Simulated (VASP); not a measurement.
A run of VASP 6.6.1 is set up as follows.

File INCAR:

```
SYSTEM = MgO
  PREC = Accurate
  ENCUT = 520
  EDIFF = 1E-7
  ISMEAR = 0
  SIGMA = 0.001
  LREAL = .False.
  LASPH = .True.
  NELM = 100
  ALGO = Normal
  ISIF = 2
  LWAVE = .False.
  LCHARG = .False.
  GGA = PS
  NBANDS = 11
```

KPOINTS

```
regular mesh
0
Gamma
  8 8 8
  0 0 0
```

Contents of POSCAR:

```
MgO
1.0
    0.0000000000      2.1021674168      2.1021674168
    2.1021674168      0.0000000000      2.1021674168
    2.1021674168      2.1021674168      0.0000000000
Mg O
1 1
Direct
    0.0000000000      0.0000000000      0.0000000000
    0.5000000000      0.5000000000      0.5000000000
```

Potentials or basis: VASP PAW PBE potentials, release 64 (Mg, O).

Command:

```console
$ cat potpaw_PBE.64/Mg/POTCAR potpaw_PBE.64/O/POTCAR > POTCAR
$ mpirun -np 1 vasp_std > vasp.out
```

Q: Predict the pressure.

A: 0.6 GPa.

Q: Predict the band gap on the k mesh.

A: 4.69 eV, direct.

Caveat: the PAW data sets were made with another functional, which shifts forces and pressure a little. A hybrid or GW would open this gap; PBEsol tends to underestimate it.
